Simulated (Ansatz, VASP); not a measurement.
Two plane-wave programs on Cu3N

```
CELL_PARAMETERS angstrom
3.78564 0.00000 0.00000
0.00000 3.78564 0.00000
0.00000 0.00000 3.78564
ATOMIC_POSITIONS crystal
Cu 0.50000 0.00000 0.00000
Cu 0.00000 0.50000 0.00000
Cu 0.00000 0.00000 0.50000
N 0.00000 0.00000 0.00000
```

Alike in both runs: functional PBE; dispersion D4; k mesh 6 × 6 × 6; occupations fermi-dirac, width 0.05 eV; no spin polarisation.

Ansatz relaxed the structure, and its values are those at the end. VASP's run is a single point on that final structure, the one shown.

|  | VASP | Ansatz |
| --- | --- | --- |
| version | VASP 6.6.1 | Ansatz 0.2.0 |
| potentials or method | VASP PAW PBE potentials, release 64 (Cu, N) | plane waves, PAW |
| plane-wave cutoff (eV) | 600 | 420 |
| valence electrons in the cell | 38 | 62 |

```tsv
	VASP	Ansatz	Ansatz less VASP
pressure (GPa)	0.8	0.0	-0.78
```

VASP's potentials hold 38 valence electrons a cell and Ansatz's 62, so a difference there can come from the potentials and not from the codes.
